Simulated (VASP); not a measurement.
**Mg3Te2O: single point with PBE**

Crystal: Mg3Te2O.

```
Mg Te O
1.0
     4.76097    0.00000    0.00000
     0.00000    4.76097    0.00000
     0.00000    0.00000    7.43227
Mg Te O
3 2 1
Direct
  0.50000 0.00000 0.17964
  0.00000 0.50000 0.17964
  0.00000 0.00000 0.79967
  0.50000 0.50000 0.98426
  0.00000 0.00000 0.39352
  0.50000 0.50000 0.72582
```

```yaml
Program: VASP 6.6.1
Task: single point
Functional: PBE
Potentials_or_basis: VASP PAW PBE potentials, release 64 (Mg, Te, O)
Cutoff: 600 eV
k_mesh: 3 × 3 × 2
Occupations: gaussian, width 0.15 eV
Spin: no spin polarisation
Dipole_correction: no
Further_INCAR_settings: ALGO = Normal; EDIFF = 1e-06; NBANDS = 21
```

```json
{
  "Pressure": "0.0 GPa",
  "Largest force": "0.046 eV/Å",
  "Band gap on the k mesh": "0.22 eV, direct"
}
```

Forces on the atoms (eV/Å):
```
Mg   0.000  0.000 -0.007
Mg   0.000  0.000 -0.007
Mg   0.000  0.000 -0.016
Te   0.000  0.000  0.040
Te   0.000  0.000  0.037
O    0.000  0.000 -0.046
```

Stress tensor (GPa, compression positive):
```
 0.01  0.00  0.00
 0.00  0.01  0.00
 0.00  0.00 -0.14
```

Levels at points of the mesh, in eV from the valence-band top:
```
           k point  band 9  band 10  band 11  band 12  band 13  band 14  band 15  band 16
(0.00, 0.00, 0.00)   -2.68    -2.03    -1.52    -1.52     0.43     0.47     2.27     2.91
(0.00, 0.00, 0.50)   -2.93    -1.57    -1.29    -1.29     0.34     0.50     1.29     2.57
```

Wall time 72 s on 1 thread of AMD EPYC 7R13 (shared host), peak memory 0.27 GiB.

Caveat: the k points lie up to 0.44 Å⁻¹ apart; spin-orbit coupling is left out, which moves the levels of the heavy elements. A k mesh can miss the band edges.
